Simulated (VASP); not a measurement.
# PbF2 (fluorite type) (Fm-3m) in VASP: a series of runs

The runs below take PbF2 (fluorite type) through electric field gradients, density of states, with PBE.

Program: VASP 6.6.1. These are calculated values, not measurements. Logs are shortened: lines on timing, memory, paths and dates and some standing lists are left out, and cuts for length are marked.

## Step 1: The cell of the first run

It takes space group Fm-3m (No. 225, cubic). Conventional cell: a = 6.000 Å, b = 6.000 Å, c = 6.000 Å, α = 90.00°, β = 90.00°, γ = 90.00°. Within 3.4 Å of Pb (site symmetry m-3m) lie 8 F at 2.60 Å. F (site symmetry -43m) has 4 Pb at 2.60 Å and 6 F at 3.00 Å within 3.4 Å.

## Step 2: Electric field gradients, PBE

Contents of INCAR:

```
SYSTEM = PbF2
  PREC = Accurate
  ENCUT = 520
  EDIFF = 1E-8
  ISMEAR = -1
  SIGMA = 0.05
  LREAL = .FALSE.
  LASPH = .TRUE.
  NELM = 80
  ALGO = Normal
  ISIF = 2
  LWAVE = .FALSE.
  LCHARG = .FALSE.
  GGA = PE
  LEFG = .TRUE.
  NBANDS = 21
```

Contents of KPOINTS:

```
regular mesh
0
G
  11 11 11
  0 0 0
```

Contents of POSCAR:

```
PbF2
1.0
    0.0000000000      2.9999987340      2.9999987340
    2.9999987340      0.0000000000      2.9999987340
    2.9999987340      2.9999987340      0.0000000000
Pb F
1 2
Direct
    0.0000000000      0.0000000000      0.0000000000
    0.2500000000      0.2500000000      0.2500000000
    0.7500000000      0.7500000000      0.7500000000
```

Potentials or basis: VASP PAW PBE potentials, release 64 (Pb_d, F).

Started as:

```
$ cat potpaw_PBE.64/Pb_d/POTCAR potpaw_PBE.64/F/POTCAR > POTCAR
$ mpirun -np 1 vasp_std > vasp.out
```

OUTCAR:

```text
SYSTEM = PbF2
   PREC = Accurate
   ENCUT = 520
   EDIFF = 1E-8
   ISMEAR = -1
   LREAL = .FALSE.
   LASPH = .TRUE.
   NELM = 80
   ISIF = 2
   GGA = PE

 ion  position               nearest neighbor table
   1  0.000  0.000  0.000-   3 2.60   3 2.60   3 2.60   2 2.60   3 2.60   2 2.60   2 2.60   2 2.60

   2  0.250  0.250  0.250-   1 2.60   1 2.60   1 2.60   1 2.60
   3  0.750  0.750  0.750-   1 2.60   1 2.60   1 2.60   1 2.60

  LATTYP: Found a face centered cubic cell.
 ALAT       =     5.9999974680

  Lattice vectors:

 A1 = (   0.0000000000,   2.9999987340,   2.9999987340)
 A2 = (   2.9999987340,   0.0000000000,   2.9999987340)
 A3 = (   2.9999987340,   2.9999987340,   0.0000000000)

Analysis of symmetry for initial positions (statically):
=====================================================================
 Subroutine PRICEL returns:
 Original cell was already a primitive cell.

 Routine SETGRP: Setting up the symmetry group for a
 face centered cubic supercell.

 Subroutine GETGRP returns: Found 48 space group operations
 (whereof 48 operations were pure point group operations)
 out of a pool of 48 trial point group operations.

The static configuration has the point symmetry O_h .

Analysis of symmetry for dynamics (positions and initial velocities):
=====================================================================
 Subroutine PRICEL returns:
 Original cell was already a primitive cell.

 Routine SETGRP: Setting up the symmetry group for a
 face centered cubic supercell.

 Subroutine GETGRP returns: Found 48 space group operations
 (whereof 48 operations were pure point group operations)
 out of a pool of 48 trial point group operations.

The dynamic configuration has the point symmetry O_h .

 Subroutine INISYM returns: Found 48 space group operations
 (whereof 48 operations are pure point group operations),
 and found     1 'primitive' translations

----------------------------------------------------------------------------------------

                                     Primitive cell

  volume of cell :      53.9999

  direct lattice vectors                    reciprocal lattice vectors
     0.000000000  2.999998734  2.999998734    -0.166666737  0.166666737  0.166666737
     2.999998734  0.000000000  2.999998734     0.166666737 -0.166666737  0.166666737
[... 121 lines left out ...]
 maximum number of plane-waves:      1468
   NGX = 15   NGY = 15   NGZ = 15

 number of electron      28.0000030 magnetization

 Free energy of the ion-electron system (eV)
  ---------------------------------------------------
  ext. energy  EPLUGINS =         0.00000000
  ---------------------------------------------------
  free energy    TOTEN  =       -14.35102231 eV

  energy without entropy =      -14.35102231  energy(sigma->0) =      -14.35102231

 E-fermi :   2.6075     XC(G=0):  -9.2253

 val. band max:        1.4449636644   @ k =  -0.2727   0.4545   0.1818
 cond. band min:       5.8821903845   @ k =   0.4545   0.4545   0.0000
 fundamental gap:      4.4372267201
 Fermi energy:         2.6074885827

 k-point     1 :       0.0000    0.0000    0.0000
  band No.  band energies     occupation
      1     -19.3575      2.00000
      2     -18.7993      2.00000
      3     -12.9524      2.00000
      4     -12.9524      2.00000
      5     -12.9524      2.00000
      6     -12.9103      2.00000
[... 565 lines left out ...]
     20      15.9456      0.00000
     21      18.1651      0.00000

 [... further k-points ...]
[... 5 lines left out ...]
  --------------------------------------------------------------------------------------
  -------------------------------------------------------------------------------------
  Total       -0.0600624     -0.0600624     -0.0600624      0.0000000      0.0000000     -0.0000000
  in kB       -1.7820506     -1.7820506     -1.7820506      0.0000000      0.0000000     -0.0000000
  external PRESSURE =      -1.7820506 kB  Pullay stress =       0.0000000 kB

 VOLUME and BASIS-vectors are now :
 -----------------------------------------------------------------------------
  energy-cutoff  :      520.00
  volume of cell :       54.00
      direct lattice vectors                 reciprocal lattice vectors
     0.000000000  2.999998734  2.999998734    -0.166666737  0.166666737  0.166666737
     2.999998734  0.000000000  2.999998734     0.166666737 -0.166666737  0.166666737
     2.999998734  2.999998734  0.000000000     0.166666737  0.166666737 -0.166666737

 POSITION                                       TOTAL-FORCE (eV/Angst)
 -----------------------------------------------------------------------------------
      0.00000      0.00000      0.00000         0.000000      0.000000      0.000000
      1.50000      1.50000      1.50000         0.000000      0.000000      0.000000
      4.50000      4.50000      4.50000        -0.000000     -0.000000     -0.000000
 -----------------------------------------------------------------------------------
    total drift:                                0.000000     -0.000000      0.000000

  FREE ENERGIE OF THE ION-ELECTRON SYSTEM (eV)
  ---------------------------------------------------
  free  energy   TOTEN  =       -14.3510223080 eV

  energy  without entropy=      -14.3510223080  energy(sigma->0) =      -14.35102231

 Electric field gradients (V/A^2)
---------------------------------------------------------------------
 ion       V_xx      V_yy      V_zz      V_xy      V_xz      V_yz
---------------------------------------------------------------------
   1      -0.000    -0.000     0.000    -0.001    -0.001    -0.001
   2      -0.000    -0.000    -0.000     0.004     0.004     0.004
   3      -0.000    -0.000    -0.000     0.004     0.004     0.004
---------------------------------------------------------------------

 Electric field gradients after diagonalization (V/A^2)
 (convention: |V_zz| > |V_xx| > |V_yy|)
----------------------------------------------------------------------
 ion       V_xx      V_yy      V_zz     asymmetry (V_yy - V_xx)/ V_zz
----------------------------------------------------------------------
   1       0.001     0.001    -0.002       0.000
   2      -0.004    -0.004     0.009       0.000
   3      -0.004    -0.004     0.009       0.000
----------------------------------------------------------------------

           NMR quadrupolar parameters

 Cq : quadrupolar parameter    Cq=e*Q*V_zz/h
 eta: asymmetry parameters     (V_yy - V_xx)/ V_zz
 Q  : nuclear electric quadrupole moment in mb (millibarn)
----------------------------------------------------------------------
 ion       Cq(MHz)       eta       Q (mb)
----------------------------------------------------------------------
   1      -0.000       0.000       1.000
   2       0.000       0.000       1.000
   3       0.000       0.000       1.000
----------------------------------------------------------------------
```

OSZICAR:

```text
N       E                     dE             d eps       ncg     rms          rms(c)
DAV:   1     0.303154716265E+03    0.30315E+03   -0.14591E+04  2357   0.150E+03
DAV:   2     0.126142569240E+02   -0.29054E+03   -0.27209E+03  2526   0.424E+02
DAV:   3    -0.155126806129E+02   -0.28127E+02   -0.27746E+02  2722   0.141E+02
DAV:   4    -0.163350982488E+02   -0.82242E+00   -0.82179E+00  2739   0.255E+01
DAV:   5    -0.163623583700E+02   -0.27260E-01   -0.27258E-01  2964   0.484E+00    0.808E+00
DAV:   6    -0.143642167546E+02    0.19981E+01   -0.90829E+00  3177   0.232E+01    0.275E+00
DAV:   7    -0.143584756475E+02    0.57411E-02   -0.48456E-01  2500   0.413E+00    0.160E+00
DAV:   8    -0.143532718378E+02    0.52038E-02   -0.11091E-01  2517   0.355E+00    0.556E-01
DAV:   9    -0.143498589551E+02    0.34129E-02   -0.21668E-02  3092   0.105E+00    0.108E-01
DAV:  10    -0.143510585169E+02   -0.11996E-02   -0.19335E-03  2432   0.423E-01    0.400E-02
DAV:  11    -0.143510124197E+02    0.46097E-04   -0.17992E-04  2755   0.126E-01    0.133E-02
DAV:  12    -0.143510242734E+02   -0.11854E-04   -0.59381E-05  2556   0.694E-02    0.119E-02
DAV:  13    -0.143510222727E+02    0.20007E-05   -0.20834E-05  2880   0.426E-02    0.277E-03
DAV:  14    -0.143510222894E+02   -0.16640E-07   -0.11599E-06  2717   0.706E-03    0.367E-04
DAV:  15    -0.143510223096E+02   -0.20242E-07   -0.25874E-08  2766   0.127E-03    0.243E-04
DAV:  16    -0.143510223080E+02    0.16039E-08   -0.36902E-09  2130   0.890E-04
   1 F= -.14351022E+02 E0= -.14351022E+02  d E =-.456640E-10
```

stdout:

```text
POSCAR found type information on POSCAR PbF
 POSCAR found :  2 types and       3 ions
 scaLAPACK will be used
 LDA part: xc-table for (Slater+PW92), standard interpolation
 POSCAR, INCAR and KPOINTS ok, starting setup
 FFT: planning ... GRIDC
 FFT: planning ... GRID_SOFT
 FFT: planning ... GRID
 WAVECAR not read
 entering main loop
ion   1

ion   2

ion   3
```

Run time: 26 s. Hardware: 1 thread of Intel Xeon 6975P-C (Granite Rapids), shared host; peak memory 0.2 GiB.

What came out:

| Property | Result |
| --- | --- |
| Free energy | -14.3510 eV |
| Pressure | -0.2 GPa |
| Band gap on the k mesh | 4.44 eV, indirect (least direct gap 4.60 eV) |

Caveat: without QUAD_EFG the Cq values of the log hold for a quadrupole moment of 1 mb, not for the nuclei; spin-orbit coupling is left out, which moves the levels of the heavy elements. A k mesh can miss the band edges.

## Step 3: Electric field gradients, PBE

Contents of INCAR:

```
PREC = Accurate
ENCUT = 520
EDIFF = 1E-8
ISMEAR = -1
SIGMA = 0.05
LREAL = False
LASPH = True
NELM = 60
ALGO = Normal
ISIF = 2
LWAVE = False
LCHARG = False
GGA = PE
LEFG = True
NBANDS = 21
```

Contents of KPOINTS:

```
regular mesh
0
Gamma
  11 11 11
```

POSCAR is that of step 2.

Potentials or basis: VASP PAW PBE potentials, release 64 (Pb_d, F).

Started as:

```
$ cat potpaw_PBE.64/Pb_d/POTCAR potpaw_PBE.64/F/POTCAR > POTCAR
$ mpirun -np 1 vasp_std > vasp.out
```

OUTCAR:

```text
PREC = Accurate
   ENCUT = 520
   EDIFF = 1E-8
   ISMEAR = -1
   LREAL = False
   LASPH = True
   NELM = 60
   ISIF = 2
   GGA = PE

 ion  position               nearest neighbor table
   1  0.000  0.000  0.000-   3 2.60   3 2.60   3 2.60   2 2.60   3 2.60   2 2.60   2 2.60   2 2.60

   2  0.250  0.250  0.250-   1 2.60   1 2.60   1 2.60   1 2.60
   3  0.750  0.750  0.750-   1 2.60   1 2.60   1 2.60   1 2.60

  LATTYP: Found a face centered cubic cell.
 ALAT       =     5.9999974680

  Lattice vectors:

 A1 = (   0.0000000000,   2.9999987340,   2.9999987340)
 A2 = (   2.9999987340,   0.0000000000,   2.9999987340)
 A3 = (   2.9999987340,   2.9999987340,   0.0000000000)

Analysis of symmetry for initial positions (statically):
=====================================================================
 Subroutine PRICEL returns:
 Original cell was already a primitive cell.

 Routine SETGRP: Setting up the symmetry group for a
 face centered cubic supercell.

 Subroutine GETGRP returns: Found 48 space group operations
 (whereof 48 operations were pure point group operations)
 out of a pool of 48 trial point group operations.

The static configuration has the point symmetry O_h .

Analysis of symmetry for dynamics (positions and initial velocities):
=====================================================================
 Subroutine PRICEL returns:
 Original cell was already a primitive cell.

 Routine SETGRP: Setting up the symmetry group for a
 face centered cubic supercell.

 Subroutine GETGRP returns: Found 48 space group operations
[... 165 lines left out ...]
      5     -12.9524      2.00000
      6     -12.9103      2.00000
[... 565 lines left out ...]
     20      15.9456      0.00000
     21      18.1651      0.00000

 [... further k-points ...]

------------------------ aborting loop because EDIFF is reached ----------------------------------------

  FORCE on cell =-STRESS in cart. coord.  units (eV):
  Direction    XX          YY          ZZ          XY          YZ          ZX
  --------------------------------------------------------------------------------------
  -------------------------------------------------------------------------------------
  Total       -0.0600624     -0.0600624     -0.0600624      0.0000000      0.0000000     -0.0000000
  in kB       -1.7820506     -1.7820506     -1.7820506      0.0000000      0.0000000     -0.0000000
  external PRESSURE =      -1.7820506 kB  Pullay stress =       0.0000000 kB

 VOLUME and BASIS-vectors are now :
 -----------------------------------------------------------------------------
  energy-cutoff  :      520.00
  volume of cell :       54.00
      direct lattice vectors                 reciprocal lattice vectors
     0.000000000  2.999998734  2.999998734    -0.166666737  0.166666737  0.166666737
     2.999998734  0.000000000  2.999998734     0.166666737 -0.166666737  0.166666737
     2.999998734  2.999998734  0.000000000     0.166666737  0.166666737 -0.166666737

 POSITION                                       TOTAL-FORCE (eV/Angst)
 -----------------------------------------------------------------------------------
      0.00000      0.00000      0.00000         0.000000      0.000000      0.000000
      1.50000      1.50000      1.50000         0.000000      0.000000      0.000000
      4.50000      4.50000      4.50000        -0.000000     -0.000000     -0.000000
 -----------------------------------------------------------------------------------
    total drift:                                0.000000     -0.000000      0.000000

  FREE ENERGIE OF THE ION-ELECTRON SYSTEM (eV)
  ---------------------------------------------------
  free  energy   TOTEN  =       -14.3510223080 eV

  energy  without entropy=      -14.3510223080  energy(sigma->0) =      -14.35102231

 Electric field gradients (V/A^2)
---------------------------------------------------------------------
 ion       V_xx      V_yy      V_zz      V_xy      V_xz      V_yz
---------------------------------------------------------------------
   1      -0.000    -0.000     0.000    -0.001    -0.001    -0.001
   2      -0.000    -0.000    -0.000     0.004     0.004     0.004
   3      -0.000    -0.000    -0.000     0.004     0.004     0.004
---------------------------------------------------------------------

 Electric field gradients after diagonalization (V/A^2)
 (convention: |V_zz| > |V_xx| > |V_yy|)
----------------------------------------------------------------------
 ion       V_xx      V_yy      V_zz     asymmetry (V_yy - V_xx)/ V_zz
----------------------------------------------------------------------
   1       0.001     0.001    -0.002       0.000
   2      -0.004    -0.004     0.009       0.000
   3      -0.004    -0.004     0.009       0.000
----------------------------------------------------------------------

           NMR quadrupolar parameters

 Cq : quadrupolar parameter    Cq=e*Q*V_zz/h
 eta: asymmetry parameters     (V_yy - V_xx)/ V_zz
 Q  : nuclear electric quadrupole moment in mb (millibarn)
----------------------------------------------------------------------
 ion       Cq(MHz)       eta       Q (mb)
----------------------------------------------------------------------
   1      -0.000       0.000       1.000
   2       0.000       0.000       1.000
   3       0.000       0.000       1.000
----------------------------------------------------------------------
```

OSZICAR:

```text
N       E                     dE             d eps       ncg     rms          rms(c)
DAV:   1     0.303154716265E+03    0.30315E+03   -0.14591E+04  2357   0.150E+03
DAV:   2     0.126142569240E+02   -0.29054E+03   -0.27209E+03  2526   0.424E+02
DAV:   3    -0.155126806129E+02   -0.28127E+02   -0.27746E+02  2722   0.141E+02
DAV:   4    -0.163350982488E+02   -0.82242E+00   -0.82179E+00  2739   0.255E+01
DAV:   5    -0.163623583700E+02   -0.27260E-01   -0.27258E-01  2964   0.484E+00    0.808E+00
DAV:   6    -0.143642167546E+02    0.19981E+01   -0.90829E+00  3177   0.232E+01    0.275E+00
DAV:   7    -0.143584756475E+02    0.57411E-02   -0.48456E-01  2500   0.413E+00    0.160E+00
DAV:   8    -0.143532718378E+02    0.52038E-02   -0.11091E-01  2517   0.355E+00    0.556E-01
DAV:   9    -0.143498589551E+02    0.34129E-02   -0.21668E-02  3092   0.105E+00    0.108E-01
DAV:  10    -0.143510585169E+02   -0.11996E-02   -0.19335E-03  2432   0.423E-01    0.400E-02
DAV:  11    -0.143510124197E+02    0.46097E-04   -0.17992E-04  2755   0.126E-01    0.133E-02
DAV:  12    -0.143510242734E+02   -0.11854E-04   -0.59381E-05  2556   0.694E-02    0.119E-02
DAV:  13    -0.143510222727E+02    0.20007E-05   -0.20834E-05  2880   0.426E-02    0.277E-03
DAV:  14    -0.143510222894E+02   -0.16640E-07   -0.11599E-06  2717   0.706E-03    0.367E-04
DAV:  15    -0.143510223096E+02   -0.20242E-07   -0.25874E-08  2766   0.127E-03    0.243E-04
DAV:  16    -0.143510223080E+02    0.16039E-08   -0.36902E-09  2130   0.890E-04
   1 F= -.14351022E+02 E0= -.14351022E+02  d E =-.456640E-10
```

Run time: 23 s. Hardware: 1 thread of Intel Xeon 6975P-C (Granite Rapids), shared host; peak memory 0.2 GiB.

Results:

```
Free energy            : -14.3510 eV
Pressure               : -0.2 GPa
Band gap on the k mesh : 4.44 eV, indirect (least direct gap 4.60 eV)
```

Caveat: without QUAD_EFG the Cq values of the log hold for a quadrupole moment of 1 mb, not for the nuclei; spin-orbit coupling is left out, which moves the levels of the heavy elements. A k mesh can miss the band edges.

## Step 4: Density of states, PBE

POSCAR is that of step 3.

Contents of INCAR.step1:

```
  PREC = Accurate
  ENCUT = 520
  EDIFF = 1E-6
  ISMEAR = -1
  SIGMA = 0.05
  LREAL = False
  LASPH = True
  NELM = 80
  ALGO = Normal
  ISIF = 2
  LWAVE = False
  LCHARG = True
  GGA = PE
  NBANDS = 21
```

Contents of KPOINTS.step1:

```
regular mesh
0
Gamma
  11 11 11
```

Contents of INCAR.step2:

```
  PREC = Accurate
  ENCUT = 520
  EDIFF = 1E-6
  ISMEAR = -5
  SIGMA = 0.05
  LREAL = False
  LASPH = True
  NELM = 80
  ALGO = Normal
  ISIF = 2
  LWAVE = False
  LCHARG = False
  GGA = PE
  LORBIT = 11
  NBANDS = 21
  NEDOS = 2001
  ICHARG = 11
```

Contents of KPOINTS.step2:

```
regular mesh
0
Gamma
  17 17 17
```

Started as:

```
$ cat potpaw_PBE.64/Pb_d/POTCAR potpaw_PBE.64/F/POTCAR > POTCAR
$ cp INCAR.step1 INCAR
$ cp KPOINTS.step1 KPOINTS
$ mpirun -np 1 vasp_std > vasp.out
$ cp INCAR.step2 INCAR
$ cp KPOINTS.step2 KPOINTS
$ mpirun -np 1 vasp_std > vasp.out
```

Wall time 57 s (1 thread of Intel Xeon 6975P-C (Granite Rapids), shared host); peak memory 0.29 GiB.

The run converged. Its results:

| Quantity | Value |
| --- | --- |
| Valence electrons inside the program's atomic spheres | Pb 11.69; F 6.06 |

Levels at points of the mesh, in eV from the valence-band top:
```
           k point  band 12  band 13  band 14  band 15  band 16  band 17
(0.00, 0.00, 0.00)    -1.75    -1.75    -1.75     6.74     6.74     6.74
```

Caveat: spin-orbit coupling is left out, which moves the levels of the heavy elements.
